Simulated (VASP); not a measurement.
Runs of VASP 6.6.1 on Ta. The structure is that of space group I4/mmm (No. 139), or close to it. The cells are those of the table. 

| cell | gap on the mesh (eV) | pressure (GPa) |
| --- | --- | --- |
| a = 2.949 Å, angles 103.7, 112.4, 112.4°, 1 atom | none | -16.8 |
| a = 2.904 Å, angles 102.3, 111.2, 115.1°, 1 atom | none | -8.3 |
| a = 2.939 Å, angles 112.1, 112.1, 104.2°, 1 atom | none | -15.7 |
| a = 2.750 Å, angles 106.8, 106.8, 115.1°, 1 atom | none | (b) |
| a = 2.973 Å, angles 110.2, 113.0, 105.3°, 1 atom | none | -20.6 |
| a = 2.646 Å, angles 113.0, 103.4, 112.2°, 1 atom | none | (a) |
| a = 2.855 Å, angles 112.8, 109.9, 105.8°, 1 atom | none | -1.4 |
| a = 2.773 Å, angles 113.5, 107.5, 107.5°, 1 atom | none | (c) |

Alike in all rows: task single point; level PBEsol; potentials or basis VASP PAW PBE potentials, release 64 (Ta_pv); no spin polarisation; k mesh 20 × 20 × 20; cutoff (eV) 520; smearing gaussian 0.15 eV.

Q: Estimate the missing entries.

A: (a) 72.5; (b) 28.1; (c) 19.3.

Caveats: the PAW data sets were made with another functional, which shifts forces and pressure a little; spin-orbit coupling is left out, which moves the levels of the heavy elements.

A k mesh can miss the band edges, and the runs leave out spin-orbit coupling on Ta.

A gap of «none» marks levels without a gap at the run's occupations.
